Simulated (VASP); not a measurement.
# BaS (R3m) in VASP: settings compared

The runs below take BaS through single point, with r2SCAN, HSE06.

All numbers are computed with VASP 6.6.1; they aren't measurements. Logs are shortened: lines on timing, memory, paths and dates and some standing lists are left out, and cuts for length are marked.

**1. The cell of the first run**

Symmetry: R3m, No. 160, trigonal system. The conventional cell has a = 4.977 Å, b = 4.977 Å, c = 11.582 Å, α = 90.00°, β = 90.00°, γ = 120.00°. Within 3.9 Å of Ba (site symmetry 3m) lie 4 S at 2.99 to 3.00 Å. S (site symmetry 3m) has 4 Ba at 2.99 to 3.00 Å within 3.9 Å.

**2. Single point, r2SCAN (strain along [111] -5.0%)**

Input file POSCAR:

```
BaS
1.0
   -0.1173137257      3.4020980452      3.4020980452
    3.4020980452     -0.1173137257      3.4020980452
    3.4020980452      3.4020980452     -0.1173137257
Ba S
1 1
Direct
   -0.0041369171     -0.0041369171     -0.0041369171
    0.2541369171      0.2541369171      0.2541369171
```

Input file INCAR.step1:

```
SYSTEM = BaS
  PREC = Accurate
  ENCUT = 520
  ISMEAR = 0
  SIGMA = 0.01
  LREAL = .FALSE.
  LASPH = .TRUE.
  NELM = 60
  NBANDS = 15
  GGA = PE
  ALGO = Normal
  EDIFF = 1E-4
  LWAVE = .TRUE.
  LCHARG = .FALSE.
```

Input file INCAR.step2:

```
SYSTEM = BaS
  PREC = Accurate
  ENCUT = 520
  EDIFF = 1E-6
  ISMEAR = 0
  SIGMA = 0.01
  LREAL = .FALSE.
  LASPH = .TRUE.
  NELM = 60
  ALGO = Normal
  ISIF = 2
  LWAVE = .FALSE.
  LCHARG = .FALSE.
  METAGGA = R2SCAN
  LMIXTAU = .TRUE.
  NBANDS = 15
  ISTART = 1
```

Input file KPOINTS:

```
regular mesh
0
G
  6 6 6
  0 0 0
```

Potentials or basis: VASP PAW PBE potentials, release 64 (Ba_sv, S).

Command:

```bash
cat potpaw_PBE.64/Ba_sv/POTCAR potpaw_PBE.64/S/POTCAR > POTCAR
cp INCAR.step1 INCAR
mpirun -np 1 vasp_std > vasp.out
cp INCAR.step2 INCAR
mpirun -np 1 vasp_std > vasp.out
```

OUTCAR:

```text
SYSTEM = BaS
   PREC = Accurate
   ENCUT = 520
   EDIFF = 1E-6
   ISMEAR = 0
   LREAL = .FALSE.
   LASPH = .TRUE.
   NELM = 60
   ISIF = 2
   METAGGA = R2SCAN
   ISTART = 1

 ion  position               nearest neighbor table
   1  0.996  0.996  0.996-   2 2.99   2 3.00   2 3.00   2 3.00
   2  0.254  0.254  0.254-   1 2.99   1 3.00   1 3.00   1 3.00

  LATTYP: Found a trigonal (rhomboedric) cell.
 ALAT       =     4.8127232134
 COS(alpha) =     0.4652406417

  Lattice vectors:

 A1 = (  -0.1173137257,   3.4020980452,   3.4020980452)
 A2 = (   3.4020980452,  -0.1173137257,   3.4020980452)
 A3 = (   3.4020980452,   3.4020980452,  -0.1173137257)

Analysis of symmetry for initial positions (statically):
=====================================================================
 Subroutine PRICEL returns:
 Original cell was already a primitive cell.

 Routine SETGRP: Setting up the symmetry group for a
 trigonal (rhombohedral) supercell.

 Subroutine GETGRP returns: Found  6 space group operations
 (whereof  6 operations were pure point group operations)
 out of a pool of 12 trial point group operations.

The static configuration has the point symmetry C_3v.

Analysis of symmetry for dynamics (positions and initial velocities):
=====================================================================
 Subroutine PRICEL returns:
 Original cell was already a primitive cell.

 Routine SETGRP: Setting up the symmetry group for a
 trigonal (rhombohedral) supercell.

 Subroutine GETGRP returns: Found  6 space group operations
 (whereof  6 operations were pure point group operations)
 out of a pool of 12 trial point group operations.

The dynamic configuration has the point symmetry C_3v.

 Subroutine INISYM returns: Found  6 space group operations
 (whereof  6 operations are pure point group operations),
 and found     1 'primitive' translations

----------------------------------------------------------------------------------------

                                     Primitive cell

  volume of cell :      82.8255

  direct lattice vectors                    reciprocal lattice vectors
    -0.117313726  3.402098045  3.402098045    -0.139576754  0.144561638  0.144561638
     3.402098045 -0.117313726  3.402098045     0.144561638 -0.139576754  0.144561638
     3.402098045  3.402098045 -0.117313726     0.144561638  0.144561638 -0.139576754

  length of vectors
     4.812723213  4.812723213  4.812723213     0.247543541  0.247543541  0.247543541

  position of ions in fractional coordinates (direct lattice)
     0.995863083  0.995863083  0.995863083
     0.254136917  0.254136917  0.254136917

  ion indices of the primitive-cell ions
   primitive index   ion index
                 1           1
                 2           2

----------------------------------------------------------------------------------------

 KPOINTS: regular mesh

Automatic generation of k-mesh.
 Grid dimensions read from file:
 generate k-points for:    6    6    6

 Generating k-lattice:

  Cartesian coordinates                     Fractional coordinates (reciprocal lattice)
    -0.023262792  0.024093606  0.024093606     0.166666667 -0.000000000 -0.000000000
     0.024093606 -0.023262792  0.024093606    -0.000000000  0.166666667 -0.000000000
     0.024093606  0.024093606 -0.023262792    -0.000000000 -0.000000000  0.166666667

  Length of vectors
     0.041257257  0.041257257  0.041257257

  Shift w.r.t. Gamma in fractional coordinates (k-lattice)
     0.000000000  0.000000000  0.000000000

 Subroutine IBZKPT returns following result:
 ===========================================

 Found     32 irreducible k-points:

 Following reciprocal coordinates:
            Coordinates               Weight
  0.000000  0.000000  0.000000      1.000000
  0.166667  0.000000 -0.000000      6.000000
  0.333333  0.000000  0.000000      6.000000
  0.500000  0.000000  0.000000      3.000000
  0.166667  0.166667  0.000000      6.000000
  0.333333  0.166667  0.000000     12.000000
[... 16 lines left out ...]
  0.500000  0.500000  0.166667      6.000000
 -0.333333  0.500000  0.166667     12.000000
 [... further k-points ...]
   k-points           NKPTS =     32   k-points in BZ     NKDIM =     32   number of bands    NBANDS=     15
   number of dos      NEDOS =    301   number of ions     NIONS =      2
   total plane-waves  NPLWV =  46656
   dimension x,y,z NGX =    36 NGY =   36 NGZ =   36
   dimension x,y,z NGXF=    72 NGYF=   72 NGZF=   72
   ions per type =               1   1
   NGX,Y,Z   is equivalent  to a cutoff of  12.44, 12.44, 12.44 a.u.
   NGXF,Y,Z  is equivalent  to a cutoff of  24.87, 24.87, 24.87 a.u.
 SYSTEM =  BaS
   PREC   = accura    normal or accurate (medium, high low for compatibility)
   ISTART =      1    job   : 0-new  1-cont  2-samecut
   ICHARG =      0    charge: 1-file 2-atom 10-const
   ISPIN  =      1    spin polarized calculation?
   LNONCOLLINEAR =      F non collinear calculations
   LSORBIT =      F    spin-orbit coupling
   LASPH  =      T    aspherical Exc in radial PAW
   ENCUT  =  520.0 eV  38.22 Ry    6.18 a.u.   8.95  8.95  8.95*2*pi/ulx,y,z
   NELM   =     60;   NELMIN=  2; NELMDL=  0     # of ELM steps
   EDIFF  = 0.1E-05   stopping-criterion for ELM
   LREAL  =      F    real-space projection
   EDIFFG = 0.1E-04   stopping-criterion for IOM
   NSW    =      0    number of steps for IOM
   IBRION =     -1    ionic relax: 0-MD 1-quasi-New 2-CG
   NFREE  =      0    steps in history (QN), initial steepest desc. (CG)
   ISIF   =      2    stress and relaxation
   ISYM   =      2    0-nonsym 1-usesym 2-fastsym
   POTIM  = 0.5000    time-step for ionic-motion
   TEBEG  =    0.0;   TEEND  =   0.0 temperature during run
   PSTRESS=    0.0 pullay stress
   NELECT =      16.0000    total number of electrons
   NUPDOWN=      -1.0000    fix difference up-down
   EMIN   =  10.00;   EMAX   =-10.00  energy-range for DOS
   EFERMI =   0.00;   METHOD = LEGACY
   ISMEAR =     0;   SIGMA  =   0.01  broadening in eV -4-tet -1-fermi 0-gaus
   EFERMI_NEDOS =   21; number of points for ismear=-14 and -15
   IALGO  =     38    algorithm
   IMIX   =      4    mixing-type and parameters
     AMIX     =   0.40;   BMIX     =  1.00
     AMIX_MAG =   1.60;   BMIX_MAG =  1.00
  volume/ion in A,a.u.               =      41.41       279.47
  Fermi-wavevector in a.u.,A,eV,Ry     =   0.946368  1.788377 12.185555  0.895613
  Thomas-Fermi vector in A             =   2.074359
   LORBIT       =      0    0 simple, 1 ext, 2 COOP (PROOUT), +10 PAW based schemes
   METAGGA = R2SCAN    functional components
   LHFCALC =     F    Hartree Fock is set to
   AEXX    =    0.0000 exact exchange contribution
   IVDW    =     0    specifies the selected vdW correction
   LEPSILON=     F    determine dielectric tensor
   LRPA    =     F    only Hartree local field effects (RPA)
 non-spin polarized calculation
 Gauss-broadening in eV      SIGMA  =   0.01
  energy-cutoff  :      520.00
  volume of cell :       82.83
 maximum number of plane-waves:      2255
   NGX = 17   NGY = 17   NGZ = 17

 number of electron      16.0000001 magnetization

 Free energy of the ion-electron system (eV)
  ---------------------------------------------------
  ext. energy  EPLUGINS =         0.00000000
  ---------------------------------------------------
  free energy    TOTEN  =       -38.57926655 eV

  energy without entropy =      -38.57926655  energy(sigma->0) =      -38.57926655

 E-fermi :  -0.1540     XC(G=0):  -7.8112

 val. band max:       -0.1985044638   @ k =  -0.3333   0.5000   0.1667
 cond. band min:       2.9525208267   @ k =   0.0000   0.0000   0.0000
 fundamental gap:      3.1510252905
 Fermi energy:        -0.1540082034

 k-point     1 :       0.0000    0.0000    0.0000
  band No.  band energies     occupation
      1     -26.9007      2.00000
      2     -11.6744      2.00000
      3     -11.6683      2.00000
      4     -11.6683      2.00000
      5     -10.6299      2.00000
      6      -1.0115      2.00000
      7      -1.0115      2.00000
      8      -0.8765      2.00000
      9       2.9525      0.00000
     10       5.4000      0.00000
     11       5.4000      0.00000
     12       7.2655      0.00000
     13       7.5247      0.00000
     14       7.5247      0.00000
     15      10.3423      0.00000

 k-point     2 :       0.1667    0.0000   -0.0000
  band No.  band energies     occupation
      1     -26.8957      2.00000
      2     -11.9861      2.00000
      3     -11.6800      2.00000
      4     -11.6791      2.00000
      5     -10.3113      2.00000
      6      -1.0562      2.00000
      7      -0.9197      2.00000
      8      -0.8182      2.00000
      9       3.5294      0.00000
     10       5.1266      0.00000
     11       5.2476      0.00000
     12       7.1347      0.00000
     13       7.7846      0.00000
     14       7.8972      0.00000
     15       8.9400      0.00000

 k-point     3 :       0.3333    0.0000    0.0000
  band No.  band energies     occupation
      1     -26.8855      2.00000
      2     -12.3834      2.00000
      3     -11.7049      2.00000
      4     -11.7005      2.00000
      5      -9.9081      2.00000
      6      -0.9859      2.00000
      7      -0.7403      2.00000
      8      -0.7051      2.00000
      9       4.4142      0.00000
     10       5.0362      0.00000
     11       5.4042      0.00000
     12       6.4142      0.00000
     13       7.3654      0.00000
     14       7.6589      0.00000
     15       8.1363      0.00000
[... 343 lines left out ...]
 k-point    23 :       0.5000    0.5000    0.1667
  band No.  band energies     occupation
      1     -26.8730      2.00000
      2     -12.5810      2.00000
      3     -11.8113      2.00000
      4     -11.7831      2.00000
      5      -9.6099      2.00000
      6      -1.2347      2.00000
      7      -0.3570      2.00000
      8      -0.3550      2.00000
      9       3.6351      0.00000
     10       4.9420      0.00000
     11       6.2097      0.00000
     12       7.2693      0.00000
     13       7.2963      0.00000
     14       8.2000      0.00000
     15       9.9327      0.00000

 k-point    24 :      -0.3333    0.5000    0.1667
  band No.  band energies     occupation
      1     -26.8721      2.00000
      2     -12.6103      2.00000
      3     -11.8364      2.00000
      4     -11.7948      2.00000
      5      -9.5307      2.00000
      6      -1.1048      2.00000
      7      -0.5212      2.00000
      8      -0.1985      2.00000
      9       3.4881      0.00000
     10       4.6076      0.00000
     11       6.4224      0.00000
     12       6.8301      0.00000
     13       7.8352      0.00000
     14       9.1847      0.00000
     15       9.5701      0.00000

 [... further k-points ...]

------------------------ aborting loop because EDIFF is reached ----------------------------------------

  FORCE on cell =-STRESS in cart. coord.  units (eV):
  Direction    XX          YY          ZZ          XY          YZ          ZX
  --------------------------------------------------------------------------------------
  -------------------------------------------------------------------------------------
  Total        1.0457098      1.0457098      1.0457098      0.0599899      0.0599899      0.0599899
  in kB       20.2282305     20.2282305     20.2282305      1.1604459      1.1604459      1.1604459
  external PRESSURE =      20.2282305 kB  Pullay stress =       0.0000000 kB

 VOLUME and BASIS-vectors are now :
 -----------------------------------------------------------------------------
  energy-cutoff  :      520.00
  volume of cell :       82.83
      direct lattice vectors                 reciprocal lattice vectors
    -0.117313726  3.402098045  3.402098045    -0.139576754  0.144561638  0.144561638
     3.402098045 -0.117313726  3.402098045     0.144561638 -0.139576754  0.144561638
     3.402098045  3.402098045 -0.117313726     0.144561638  0.144561638 -0.139576754

 POSITION                                       TOTAL-FORCE (eV/Angst)
 -----------------------------------------------------------------------------------
      6.65922      6.65922      6.65922        -0.004502     -0.004502     -0.004502
      1.69938      1.69938      1.69938         0.004502      0.004502      0.004502
 -----------------------------------------------------------------------------------
    total drift:                               -0.000001     -0.000001     -0.000001

  FREE ENERGIE OF THE ION-ELECTRON SYSTEM (eV)
  ---------------------------------------------------
  free  energy   TOTEN  =       -38.5792665464 eV

  energy  without entropy=      -38.5792665464  energy(sigma->0) =      -38.57926655
```

Wall time 76 s (1 thread of Intel Xeon Platinum 8488C (Sapphire Rapids), shared host); peak memory 0.23 GiB.

What came out:

```yaml
Free_energy: -38.5793 eV
Pressure: 2.0 GPa
Largest_force: 0.008 eV/Å
Band_gap_on_the_k_mesh: 3.15 eV (least direct gap 3.69 eV)
```

Forces on the atoms (eV/Å):
```
Ba  -0.005 -0.005 -0.005
S    0.005  0.005  0.005
```

Stress tensor (GPa, compression positive):
```
2.02 0.12 0.12
0.12 2.02 0.12
0.12 0.12 2.02
```

Caveat: the cell differs from its parent crystal (strain along [111] -5.0%); the structure was generated, so it needn't be the stable form of BaS; the PAW data sets were made with another functional, which shifts forces and pressure a little; spin-orbit coupling is left out, which moves the levels of the heavy elements. A k mesh can miss the band edges.

**3. Single point, HSE06 (strain along [111] -5.0%)**

POSCAR is that of step 2.

Input file INCAR.step1:

```
SYSTEM = BaS
ALGO     = Normal         ! electronic algorithm
EDIFF    = 1E-5           ! SCF threshold, eV
ENCUT    = 520            ! plane-wave cutoff, eV
GGA      = PE             ! functional
ISIF     = 2              ! what is computed and relaxed
ISMEAR   = 0              ! smearing method
LASPH    = .True.         ! aspherical terms in the spheres
LREAL    = .False.        ! projectors in reciprocal space
LWAVE    = .True.         ! write WAVECAR
NBANDS   = 15             ! bands
NELM     = 100            ! most SCF steps
PREC     = Accurate       ! precision mode
SIGMA    = 0.01           ! smearing width, eV
```

Input file INCAR.step2:

```
SYSTEM = BaS
ALGO     = Normal         ! electronic algorithm
EDIFF    = 1E-7           ! SCF threshold, eV
ENCUT    = 520            ! plane-wave cutoff, eV
GGA      = PE             ! functional
HFSCREEN = 0.2079         ! screening, 1/A
ISIF     = 2              ! what is computed and relaxed
ISMEAR   = 0              ! smearing method
ISTART   = 1            
LASPH    = .True.         ! aspherical terms in the spheres
LCHARG   = .True.         ! write CHGCAR
LELF     = .True.         ! ELF
LHFCALC  = .True.         ! exact exchange
LREAL    = .False.        ! projectors in reciprocal space
LVHAR    = .True.       
LWAVE    = .False.        ! write WAVECAR
NBANDS   = 15             ! bands
NELM     = 100            ! most SCF steps
PREC     = Accurate       ! precision mode
PRECFOCK = Normal       
SIGMA    = 0.01           ! smearing width, eV
```

Input file KPOINTS:

```
k-points
0
Gamma
  4 4 4
  0 0 0
```

Potentials or basis: VASP PAW PBE potentials, release 64 (Ba_sv, S).

Command:

```bash
cat potpaw_PBE.64/Ba_sv/POTCAR potpaw_PBE.64/S/POTCAR > POTCAR
cp INCAR.step1 INCAR
mpirun -np 1 vasp_std > vasp.out
cp INCAR.step2 INCAR
mpirun -np 1 vasp_std > vasp.out
```

Wall time 14 min (1 thread of Intel Xeon Platinum 8488C (Sapphire Rapids), shared host); peak memory 0.33 GiB.

The run converged. Its results:

- Free energy: -11.0141 eV
- Pressure: 1.7 GPa
- Largest force: 0.008 eV/Å
- Band gap on the k mesh: 3.72 eV (least direct gap 4.34 eV)

Forces on the atoms (eV/Å):
```
Ba   0.004  0.004  0.004
S   -0.004 -0.004 -0.004
```

Stress tensor (GPa, compression positive):
```
1.74 0.15 0.15
0.15 1.74 0.15
0.15 0.15 1.74
```

Levels at points of the mesh, in eV from the valence-band top:
| k point | band 6 | band 7 | band 8 | band 9 | band 10 | band 11 |
| --- | --- | --- | --- | --- | --- | --- |
| (0.00, 0.00, 0.00) | -0.85 | -0.85 | -0.71 | 3.72 | 6.24 | 6.24 |
| (0.50, 0.00, 0.00) | -0.71 | -0.48 | -0.47 | 5.48 | 6.09 | 6.40 |
| (0.50, 0.50, 0.00) | -1.25 | -0.03 | -0.01 | 4.40 | 5.64 | 7.54 |
| (0.50, 0.50, 0.50) | -0.57 | -0.57 | -0.57 | 5.59 | 6.50 | 6.50 |

Caveat: the cell differs from its parent crystal (strain along [111] -5.0%); the structure was generated, so it needn't be the stable form of BaS; the PAW data sets were made with another functional, which shifts forces and pressure a little; spin-orbit coupling is left out, which moves the levels of the heavy elements. A k mesh can miss the band edges.
